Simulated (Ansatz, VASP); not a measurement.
## Cd in VASP and in Ansatz

```
Cd
1.0
    -1.67278    1.67278    1.67278
     1.67278   -1.67278    1.67278
     1.67278    1.67278   -1.67278
Cd
1
Direct
  0.00000 0.00000 0.00000
```

Change from the starting cell: volume scaled by 0.8, LAPW.

Alike in both runs: task single point; functional PBE; k mesh 17 × 17 × 17; occupations fermi-dirac, width 0.05 eV; no spin polarisation.

|  | VASP | Ansatz |
| --- | --- | --- |
| version | VASP 6.6.1 | Ansatz 0.2.0 |
| potentials or method | VASP PAW PBE potentials, release 64 (Cd), cutoff 520 eV | all-electron LAPW, scalar-relativistic |

Ansatz gave:

```
pressure (GPa) : 15.9
```

Task: Estimate VASP's values.

Result: Pressure (GPa): 16.5.

Ansatz ran all-electron here, and VASP with PAW potentials.
